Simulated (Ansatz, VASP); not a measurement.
Ca3Bi: VASP beside Ansatz

```
CELL_PARAMETERS angstrom
5.11435 0.00000 0.00000
0.00000 5.11435 0.00000
0.00000 0.00000 5.11435
ATOMIC_POSITIONS crystal
Ca 0.00000 0.50000 0.50000
Ca 0.50000 0.00000 0.50000
Ca 0.50000 0.50000 0.00000
Bi 0.00000 0.00000 0.00000
```

Alike in both runs: task relaxation of cell and atoms; functional PBE; k mesh 10 × 10 × 10; occupations gaussian, width 0.1 eV; no spin polarisation.

```csv
,VASP,Ansatz
version,VASP 6.6.1,Ansatz 0.2.0
potentials or method,"VASP PAW PBE potentials, release 64 (Ca_sv, Bi_d), cutoff 600 eV","scalar-relativistic, plane waves, PAW"
valence electrons in the cell,45,45
```

|  | VASP | Ansatz | Ansatz less VASP |
| --- | --- | --- | --- |
| gap on the k mesh at the Fermi level, each at its own relaxed structure (eV) | none | none | - |
| relaxed volume (Å³/atom) | 33.44 | 33.39 | -0.050 |
| relaxed cell length with the largest relative difference (Å) | 5.114 | 5.112 | -0.0025 |

A gap of «none» marks a metal or a gap that the smearing closes.

Spin-orbit coupling is off throughout. Noted on VASP's run: the relaxation stopped at its first step, so nothing moved.
